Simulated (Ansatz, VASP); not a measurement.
La in VASP and in Ansatz

Contents of INCAR:

```
PREC = Accurate ; ENCUT = 520
EDIFF = 1E-6 ; ISMEAR = -1
SIGMA = 0.1 ; LREAL = F
LASPH = T ; NELM = 60
ALGO = Normal ; ISIF = 2
LWAVE = F ; LCHARG = F
GGA = B5 ; ALDAX = 1.0
AGGAX = 1.0 ; AGGAC = 1.0
ALDAC = 0.0 ; NBANDS = 12
```

File KPOINTS:

```
regular mesh
0
Gamma
  16 16 16
```

POSCAR

```
La
1.0
    0.0000000000      2.6784903840      2.6784903840
    2.6784903840      0.0000000000      2.6784903840
    2.6784903840      2.6784903840      0.0000000000
La
1
Direct
    0.0000000000      0.0000000000      0.0000000000
```

Input for Ansatz:

```yaml
crystal:
  lattice:
    - [0.0, 2.678490384, 2.678490384]
    - [2.678490384, 0.0, 2.678490384]
    - [2.678490384, 2.678490384, 0.0]
  atoms:
    - { symbol: La, position: [0.0, 0.0, 0.0] }
hamiltonian:
  xc: blyp
  pseudopotentials:
    kind: paw
    azcp:
      La: "pseudopotentials/La.paw.azcp"
basis:
  ecutwfc: 420
  fft_grid_basis: typed
kpoints:
  mp_grid: { grid: [16, 16, 16], shift: [0, 0, 0] }
magnetization:
  spin_polarized: false
scf:
  occupations: { method: fermi_dirac, width: 0.1 }
output:
  stress: true
```

Alike in both runs: task single point; functional BLYP; k mesh 16 × 16 × 16; occupations fermi-dirac, width 0.1 eV; no spin polarisation.

|  | VASP | Ansatz |
| --- | --- | --- |
| version | VASP 6.6.1 | Ansatz 0.2.0 |
| potentials or method | VASP PAW PBE potentials, release 64 (La), cutoff 520 eV | plane waves (420 eV) with PAW, scalar-relativistic |
| valence electrons in the cell | 11 | 11 |

```csv
,VASP,Ansatz,Ansatz less VASP
pressure (GPa),1.0,1.0,+0.02
```

VASP's potentials were made for PBE, not for BLYP. The functional is the same, so the differences come from potentials, cutoffs and numerics.

Spin-orbit coupling is off throughout.
